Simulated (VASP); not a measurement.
A run of VASP 6.6.1 is set up as follows.

File POSCAR:

```
Ta6HN6
1.0
    2.9016586662      0.0000000000      0.0000000000
    0.0000000000      5.8915240703      0.0000000000
    0.0000000000      0.0000000000     25.7010936481
N Ta H
6 6 1
Direct
    0.0000000000      0.2500000000      0.3307252258
    0.0000000000      0.7500000000      0.3959081879
    0.5000000000      0.2500000000      0.4284996689
    0.5000000000      0.7500000000      0.4964333745
    0.0000000000      0.2500000000      0.5269725271
    0.0000000000      0.7500000000      0.5926180513
    0.5000000000      0.0000000000      0.3633167068
    0.5000000000      0.5000000000      0.3633167068
    0.0000000000     -0.0003786687      0.4612463373
    0.0000000000      0.5003786687      0.4612463373
    0.5000000000      0.0007362975      0.5578582791
    0.5000000000      0.4992637025      0.5578582791
    0.5000000000      0.7500000000      0.6139470686
```

The input INCAR.step1:

```
ALGO = Normal
DIPOL = 0.5 0.5 0.473
EDIFF = 1E-4
ENCUT = 520
GGA = PE
IDIPOL = 3
ISMEAR = 0
LASPH = True
LCHARG = False
LDIPOL = True
LREAL = False
LWAVE = True
NBANDS = 60
NELM = 60
PREC = Accurate
SIGMA = 0.1
```

INCAR.step2

```
ALGO = Normal
DIPOL = 0.5 0.5 0.473
EDIFF = 1E-6
ENCUT = 520
IDIPOL = 3
ISIF = 2
ISMEAR = 0
ISTART = 1
LASPH = True
LCHARG = True
LDIPOL = True
LELF = True
LMIXTAU = True
LREAL = False
LVACPOTAV = True
LVHAR = True
LWAVE = False
METAGGA = R2SCAN
NBANDS = 60
NELM = 60
PREC = Accurate
SIGMA = 0.1
```

File KPOINTS:

```
k-points
0
Gamma
  10 5 1
```

Potentials or basis: VASP PAW PBE potentials, release 64 (N, Ta_pv, H).

Command:

```console
$ cat potpaw_PBE.64/N/POTCAR potpaw_PBE.64/Ta_pv/POTCAR potpaw_PBE.64/H/POTCAR > POTCAR
$ cp INCAR.step1 INCAR
$ mpirun -np 1 vasp_std > vasp.out
$ cp INCAR.step2 INCAR
$ mpirun -np 1 vasp_std > vasp.out
```

Question: Predict the band gap on the k mesh.

Answer: Zero (an odd number of electrons rules out a gap without spin polarisation).

Question: Predict the largest force.

Answer: 2.743 eV/Å.

Forces in eV/Å, atoms in the order of the input:
```
N    0.000  0.000  2.535
N    0.000  0.000  0.159
N    0.000  0.000 -0.587
N    0.000  0.000  0.019
N    0.000  0.000  0.030
N    0.000  0.000  0.064
Ta   0.000  2.493 -1.145
Ta   0.000 -2.493 -1.145
Ta   0.000  0.005 -0.011
Ta   0.000 -0.005 -0.011
Ta   0.000  0.053  0.031
Ta   0.000 -0.053  0.031
H    0.000  0.000  0.032
```

Caveat: the PAW data sets were made with another functional, which shifts forces and pressure a little; spin-orbit coupling is left out, which moves the levels of the heavy elements; an odd number of electrons without spin polarisation forces a metal; a magnetic or distorted state may lie lower.
